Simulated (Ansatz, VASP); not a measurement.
## One calculation of SrO, two programs

Contents of INCAR:

```
SYSTEM = SrO
ALGO = Normal
EDIFF = 1E-6
ENCUT = 1340
GGA_COMPAT = .False.
ISIF = 2
ISMEAR = 0
LASPH = .True.
LCHARG = .False.
LREAL = .False.
LWAVE = .False.
NBANDS = 15
NELM = 120
PREC = Accurate
SIGMA = 0.05
```

File KPOINTS:

```
k-points
0
Gamma
  8 8 8
  0 0 0
```

Contents of POSCAR:

```
SrO
1.0
    0.0000000000      2.4413100000      2.4413100000
    2.4413100000      0.0000000000      2.4413100000
    2.4413100000      2.4413100000      0.0000000000
Sr O
1 1
Direct
    0.0000000000      0.0000000000      0.0000000000
    0.5000000000      0.5000000000      0.5000000000
```

Input for Ansatz:

```yaml
crystal:
  lattice:
    - [0.0, 2.44131, 2.44131]
    - [2.44131, 0.0, 2.44131]
    - [2.44131, 2.44131, 0.0]
  atoms:
    - { symbol: Sr, position: [0.0, 0.0, 0.0] }
    - { symbol: O, position: [0.5, 0.5, 0.5] }
basis:
  ecutwfc: 420
kpoints:
  mp_grid: { grid: [8, 8, 8] }
hamiltonian:
  xc: lda
scf:
  occupations: { method: gaussian, width: 0.05 }
output:
  forces: true
  stress: true
  eigenvalues: true
```

Change from the starting cell: strain -0.050 along x and y, -0.050 along z, atoms carried along.

Alike in both runs: task single point; functional LDA; k mesh 8 × 8 × 8; occupations gaussian, width 0.05 eV; no spin polarisation.

|  | VASP | Ansatz |
| --- | --- | --- |
| version | VASP 6.6.1 | Ansatz 0.2.0 |
| potentials or method | VASP PAW LDA potentials, release 64 (Sr_sv, O_h), cutoff 1340 eV | scalar-relativistic, plane waves, PAW |
| valence electrons in the cell | 16 | 16 |

Ansatz gave:

| Quantity | Value |
| --- | --- |
| gap on the k mesh at the Fermi level (eV) | 2.92 |
| least direct gap on the mesh (eV) | 2.92 |
| pressure (GPa) | 14.6 |

Problem. Estimate VASP's values.

Solution. gap on the k mesh at the Fermi level (eV): 2.86; least direct gap on the mesh (eV): 2.86; pressure (GPa): 15.9.

LDA's correlation is that of Perdew and Zunger in VASP and of Perdew and Wang (1992) in Ansatz.
